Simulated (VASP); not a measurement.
Write the native input for VASP 6.6.1 that does the following.

| Quantity | Value |
| --- | --- |
| Task | single point |
| Functional | PBEsol |
| Potentials or basis | VASP PAW PBE potentials, release 64 (Ta_pv, Ru_pv) |
| Cutoff | 520 eV |
| k mesh | 16 × 16 × 14 |
| Occupations | gaussian, width 0.15 eV |
| Spin | no spin polarisation |
| Dipole correction | no |
| Further INCAR settings | ALGO = Fast; EDIFF = 1e-07; NBANDS = 20 |

The structure of TaRu lies in POSCAR:

```
TaRu
1.0
    3.1751200000      0.0000000000      0.0000000000
    0.0000000000      3.1751200000      0.0000000000
    0.0000000000      0.0000000000      3.1178800000
Ta Ru
1 1
Direct
    0.5000000000      0.5000000000      0.5000000000
    0.0000000000      0.0000000000      0.0000000000
```

This cell differs from its parent crystal: strain +0.040 along x and y, -0.080 along z.

The input as run:

INCAR

```
SYSTEM = TaRu
PREC = Accurate
ENCUT = 520
EDIFF = 1E-7
ISMEAR = 0
SIGMA = 0.15
LREAL = .False.
LASPH = .True.
NELM = 100
ALGO = Fast
ISIF = 2
LWAVE = .False.
LCHARG = .False.
GGA = PS
NBANDS = 20
```

KPOINTS

```
Automatic mesh
0
Gamma
  16 16 14
  0 0 0
```

Potentials or basis: VASP PAW PBE potentials, release 64 (Ta_pv, Ru_pv).

The run is started by

```console
$ cat potpaw_PBE.64/Ta_pv/POTCAR potpaw_PBE.64/Ru_pv/POTCAR > POTCAR
$ mpirun -np 1 vasp_std > vasp.out
```

Results of the run:

The pressure is -3.9 GPa.

Caveat: the cell differs from its parent crystal (strain +0.040 along x and y, -0.080 along z); the PAW data sets were made with another functional, which shifts forces and pressure a little.

Run time: 99 s on 1 thread of Intel Xeon 6975P-C (shared host), peak memory 0.33 GiB.
